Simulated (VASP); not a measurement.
Runs of VASP 6.6.1 on CaS. The structure is that of space group Fm-3m (No. 225), or close to it. The cells are those of the table. 

```csv
level,spin,cell,k mesh,smearing,gap on the mesh (eV),pressure (GPa)
PBE,"collinear, zero start","a = 4.087 Å, angles 60.0°, 2 atoms",2 × 2 × 2,fermi-dirac 0.25852 eV,2.27,0.9
PBE,off,"a = 4.034 Å, angles 60.0°, 2 atoms",2 × 2 × 2,fermi-dirac 0.1 eV,2.17,3.4
PBE+D3(BJ),off,"a = 4.034 Å, angles 60.0°, 2 atoms","2 × 2 × 2, shifted",tetrahedron,(b),-2.4
PBE,off,"a = 4.034 Å, angles 60.0°, 2 atoms",1 × 1 × 1,gaussian 0.1 eV,-,35.8
PBE,off,"a = 4.034 Å, angles 60.0°, 2 atoms",3 × 3 × 3,fermi-dirac 0.1 eV,(a),(c)
```

Alike in all rows: task single point; potentials or basis VASP PAW PBE potentials, release 64 (Ca_sv, S); cutoff (eV) 500.

**Question.** Fill in the values left out.

**Answer.** (a) 2.68; (b) 4.50; (c) 0.8.

Caveats: all runs use coarse meshes; so wide a smearing shifts energies and pressures (at least some runs); three body term missing (at least some runs); a shifted mesh leaves out Γ, where band edges can lie (at least some runs); an odd mesh through Γ misses points on the zone boundary, where band edges can lie (at least some runs).
